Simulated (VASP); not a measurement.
Wanted: the native input for a VASP 6.6.1 run.

- Task: relaxation of shape and atoms at fixed volume
- Functional: PBEsol
- Potentials or basis: VASP PAW PBE potentials, release 64 (V_sv)
- Cutoff: 600 eV
- k mesh: 16 × 16 × 9
- Occupations: fermi-dirac, width 0.05 eV
- Spin: no spin polarisation
- Dipole correction: no
- Further INCAR settings: ALGO = Normal; EDIFF = 1e-06; IBRION = 2; EDIFFG = -0.005; NSW = 50; ISIF = 4

The structure of V lies in POSCAR:

```
V
1.0
    2.2302255922      0.0000000000      0.0000000000
   -1.1151127961      1.9314320190      0.0000000000
    0.0000000000      0.0000000000      4.0182430403
V
2
Direct
    0.3333333333      0.6666666667      0.2500000000
    0.6666666667      0.3333333333      0.7500000000
```

The input as run:

INCAR

```
  PREC = Accurate
  ENCUT = 600
  EDIFF = 1E-6
  ISMEAR = -1
  SIGMA = 0.05
  LREAL = False
  LASPH = True
  NELM = 80
  ALGO = Normal
  ISIF = 4
  LWAVE = False
  LCHARG = False
  GGA = PS
  IBRION = 2
  NSW = 50
  EDIFFG = -0.005
```

KPOINTS

```
Automatic mesh
0
Gamma
  16 16 9
```

Potentials or basis: VASP PAW PBE potentials, release 64 (V_sv).

Launch:

```sh
$ cat potpaw_PBE.64/V_sv/POTCAR > POTCAR
$ mpirun -np 1 vasp_std > vasp.out
```

It gave:

```
Energy gained by relaxing : 1.4 meV/atom
Ionic steps               : 3
Pressure after relaxing   : 176.8 GPa
Band gap on the k mesh    : zero (band 13 reaches 18.98 eV, above the bottom of band 14 at 15.75 eV)
```

Caveat: the PAW data sets were made with another functional, which shifts forces and pressure a little.

Wall time 87 s on 1 thread of Intel(R) Xeon(R) Platinum 8488C (Sapphire Rapids) (shared host), peak memory 0.16 GiB.
